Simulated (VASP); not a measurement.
Wanted: the native input for a VASP 6.6.1 run.

- Task: single point
- Functional: LDA
- Potentials or basis: VASP PAW LDA potentials, release 64 (Sn_d, O)
- Cutoff: 600 eV
- k mesh: 6 × 6 × 8
- Occupations: gaussian, width 0.02 eV
- Spin: no spin polarisation
- Dipole correction: no
- Further INCAR settings: ALGO = Normal; EDIFF = 1e-06; NBANDS = 35

The structure of SnO2 (l.eA) lies in POSCAR:

```
SnO2
1.0
    4.5613071670      0.0000000000      0.0000000000
    0.0000000000      4.5613071670      0.0000000000
    0.0000000000      0.0000000000      3.2769841344
Sn O
2 4
Direct
    0.0000000000      0.0000000000      0.0000000000
    0.5000000000      0.5000000000      0.5000000000
    0.6926163200      0.6926163200      0.0000000000
    0.3073836800      0.3073836800      0.0000000000
    0.8073836800      0.1926163200      0.5000000000
    0.1926163200      0.8073836800      0.5000000000
```

The input as run:

INCAR

```
PREC = Accurate
ENCUT = 600
EDIFF = 1E-6
ISMEAR = 0
SIGMA = 0.02
LREAL = F
LASPH = T
NELM = 120
ALGO = Normal
ISIF = 2
LWAVE = F
LCHARG = T
GGA = CA
LELF = T
LVHAR = T
NBANDS = 35
GGA_COMPAT = F
```

KPOINTS

```
Automatic mesh
0
Gamma
  6 6 8
```

Potentials or basis: VASP PAW LDA potentials, release 64 (Sn_d, O).

Command:

```console
$ cat potpaw_LDA.64/Sn_d/POTCAR potpaw_LDA.64/O/POTCAR > POTCAR
$ mpirun -np 1 vasp_std > vasp.out
```

Results of the run:

The pressure is 9.1 GPa, the largest force is 0.005 eV/Å and the band gap on the k mesh is 1.57 eV, direct.

Caveat: spin-orbit coupling is left out, which moves the levels of the heavy elements.

Wall time 120 s on 1 thread of Intel Xeon 6975P-C (shared host), peak memory 0.24 GiB.
